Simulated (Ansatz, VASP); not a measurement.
**One calculation of W2CSe2, two programs**

```xyz
5
Lattice="3.3532 0.0000 0.0000 -1.6766 2.9039 0.0000 0.0000 0.0000 8.9517" Properties=species:S:1:pos:R:3 pbc="T T T"
W     0.0000    1.9359    0.9999
W     1.6766    0.9680    7.9517
Se    0.0000    1.9359    6.2061
Se    1.6766    0.9680    2.7456
C     0.0000    0.0000    0.0000
```

Alike in both runs: functional r2SCAN; k mesh 6 × 6 × 2; occupations fermi-dirac, width 0.0399 eV; no spin polarisation.

Ansatz relaxed the structure, and its values are those at the end. VASP's run is a single point on that final structure, the one shown.

```csv
,VASP,Ansatz
version,VASP 6.6.1,Ansatz 0.2.0
potentials or method,"VASP PAW PBE potentials, release 64 (W_sv, Se, C), cutoff 520 eV",PAW plane waves
valence electrons in the cell,44,64
```

```csv
,VASP,Ansatz,Ansatz less VASP
gap on the k mesh at the Fermi level (eV),none,none,-
pressure (GPa),0.7,0.0,-0.65
rms of the force components (eV/Å),0.031,0.000,-0.0303
```

VASP's potentials were made for PBE, not for r2SCAN. A gap of «none» marks a metal or a gap that the smearing closes. VASP's potentials hold 44 valence electrons a cell and Ansatz's 64, so a difference there can come from the potentials and not from the codes. Ansatz's warnings: structure snapped to symmetry.

The k mesh is coarse, so the values compare programs but aren't converged. Neither program's run includes spin-orbit coupling.
